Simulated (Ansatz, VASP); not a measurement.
## Be2Ge: VASP beside Ansatz

```xyz
3
Lattice="0.0000 2.6863 2.6863 2.6863 0.0000 2.6863 2.6863 2.6863 0.0000" Properties=species:S:1:pos:R:3 pbc="T T T"
Be    4.0294    4.0294    4.0294
Be    1.3431    1.3431    1.3431
Ge    0.0000    0.0000    0.0000
```

Alike in both runs: functional PBE; k mesh 14 × 14 × 14; occupations fermi-dirac, width 0.15 eV; no spin polarisation.

Ansatz relaxed the structure, and its values are those at the end. VASP's run is a single point on that final structure, the one shown.

|  | VASP | Ansatz |
| --- | --- | --- |
| version | VASP 6.6.1 | Ansatz 0.2.0 |
| potentials or method | VASP PAW PBE potentials, release 64 (Be, Ge_d), cutoff 520 eV | scalar-relativistic, plane waves, PAW |
| valence electrons in the cell | 18 | 18 |

VASP gave:

* gap on the k mesh at the Fermi level (eV): none
* pressure (GPa): 0.1

Q: Estimate Ansatz's values.

A: gap on the k mesh at the Fermi level (eV): none; pressure (GPa): 0.0.

A gap of «none» marks a metal or a gap that the smearing closes. With one functional, cell and mesh, what is left measures potentials, basis and numerics.
